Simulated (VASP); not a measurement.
HfO2: single point with PBE-based screened hybrid with 25 % exact exchange

HfO2:

```xyz
3
Lattice="0.0000 2.5575 2.5575 2.5575 0.0000 2.5575 2.5575 2.5575 0.0000" Properties=species:S:1:pos:R:3 pbc="T T T"
Hf    0.0000    0.0000    0.0000
O     3.8363    3.8363    3.8363
O     1.2788    1.2788    1.2788
```

```
Program                            : VASP 6.6.1
Task                               : single point
Functional                         : PBE-based screened hybrid with 25 % exact exchange
Potentials or basis                : VASP PAW PBE potentials, release 64 (Hf_pv, O)
Cutoff                             : 520 eV
k mesh                             : 5 × 5 × 5
Occupations                        : fermi-dirac, width 0.05 eV
Spin                               : no spin polarisation
Dipole correction                  : no
Grid for exact exchange (PRECFOCK) : Normal
Share of exact exchange            : 0.25
Further INCAR settings             : ALGO = Normal; EDIFF = 1e-06; NBANDS = 18
Screening parameter                : 0.1 1/Å
```

```yaml
Pressure: -13.5 GPa
Band_gap_on_the_k_mesh: 5.97 eV (least direct gap 6.27 eV)
```

Levels at points of the mesh, in eV from the valence-band top:
| k point | band 7 | band 8 | band 9 | band 10 | band 11 | band 12 | band 13 | band 14 | band 15 | band 16 |
| --- | --- | --- | --- | --- | --- | --- | --- | --- | --- | --- |
| (0.00, 0.00, 0.00) | -5.44 | -5.44 | -0.45 | -0.45 | -0.45 | 5.97 | 5.97 | 7.74 | 12.61 | 12.61 |

Wall time 20 min on 1 thread of Intel(R) Xeon(R) Platinum 8559C (Emerald Rapids), with other jobs on the host, peak memory 0.27 GiB.

Caveat: the k points lie up to 0.43 Å⁻¹ apart; the PAW data sets were made with another functional, which shifts forces and pressure a little; spin-orbit coupling is left out, which moves the levels of the heavy elements; an odd mesh through Γ misses points on the zone boundary, where band edges can lie.
